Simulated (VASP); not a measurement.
Set up this calculation in VASP 6.6.1, as the native input.

| Property | Result |
| --- | --- |
| Task | single point |
| Functional | PBE |
| Potentials or basis | VASP PAW PBE potentials, release 64 (Pb_d, Se) |
| Cutoff | 520 eV |
| k mesh | 9 × 9 × 9 |
| Occupations | fermi-dirac, width 0.01 eV |
| Spin | no spin polarisation |
| Dipole correction | no |
| Further INCAR settings | ALGO = Normal; EDIFF = 1e-06; NBANDS = 17 |

The structure of PbSe lies in POSCAR:

```
PbSe
1.0
    0.0000000000      3.0621500000      3.0621500000
    3.0621500000      0.0000000000      3.0621500000
    3.0621500000      3.0621500000      0.0000000000
Pb Se
1 1
Direct
    0.0000000000      0.0000000000      0.0000000000
    0.5000000000      0.5000000000      0.5000000000
```

One way to write it, as run:

INCAR

```
SYSTEM = PbSe
ALGO = Normal
EDIFF = 1E-6
ENCUT = 520
GGA = PE
ISIF = 2
ISMEAR = -1
LASPH = .True.
LCHARG = .True.
LELF = .True.
LREAL = .False.
LVHAR = .True.
LWAVE = .False.
NBANDS = 17
NELM = 100
PREC = Accurate
SIGMA = 0.01
```

KPOINTS

```
k-points
0
Gamma
  9 9 9
  0 0 0
```

Potentials or basis: VASP PAW PBE potentials, release 64 (Pb_d, Se).

Run with:

```sh
$ cat potpaw_PBE.64/Pb_d/POTCAR potpaw_PBE.64/Se/POTCAR > POTCAR
$ mpirun -np 1 vasp_std > vasp.out
```

Results of the run:

```yaml
Pressure: 2.3 GPa
```

It took 41 s on 1 thread of Intel Xeon 6975P-C, on a shared host, peak memory 0.19 GiB.
